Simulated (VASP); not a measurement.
Input of a VASP 6.6.1 run:

File POSCAR:

```
Ru
1.0
    2.7039742935      0.0000000000      0.0000000000
   -1.3519871468      2.3417104294      0.0000000000
    0.0000000000      0.0000000000      4.2623377203
Ru
2
Direct
    0.3333333333      0.6666666667      0.2500000000
    0.6666666667      0.3333333333      0.7500000000
```

File INCAR.step1:

```
SYSTEM = Ru
PREC = Accurate
ENCUT = 520
ISMEAR = -1
SIGMA = 0.05
LREAL = .FALSE.
LASPH = .TRUE.
NELM = 100
NBANDS = 21
GGA = PE
ALGO = Normal
EDIFF = 1E-4
LWAVE = .TRUE.
LCHARG = .FALSE.
```

File INCAR.step2:

```
SYSTEM = Ru
PREC = Accurate
ENCUT = 520
EDIFF = 1E-7
ISMEAR = -1
SIGMA = 0.05
LREAL = .FALSE.
LASPH = .TRUE.
NELM = 100
ALGO = Normal
ISIF = 2
LWAVE = .FALSE.
LCHARG = .FALSE.
METAGGA = R2SCAN
LMIXTAU = .TRUE.
NBANDS = 21
ISTART = 1
```

File KPOINTS:

```
regular mesh
0
G
  21 21 12
  0 0 0
```

Potentials or basis: VASP PAW PBE potentials, release 64 (Ru_pv).

Run with:

```sh
$ cat potpaw_PBE.64/Ru_pv/POTCAR > POTCAR
$ cp INCAR.step1 INCAR
$ mpirun -np 1 vasp_std > vasp.out
$ cp INCAR.step2 INCAR
$ mpirun -np 1 vasp_std > vasp.out
```

Q: Predict the pressure.

A: 1.5 GPa.

Q: What does it give for the band gap on the k mesh?

A: Zero (bands 14 and 15 overlap by 3.35 eV).

Stress tensor (GPa, compression positive):
```
1.45 0.00 0.00
0.00 1.45 0.00
0.00 0.00 1.61
```

Caveat: the PAW data sets were made with another functional, which shifts forces and pressure a little.
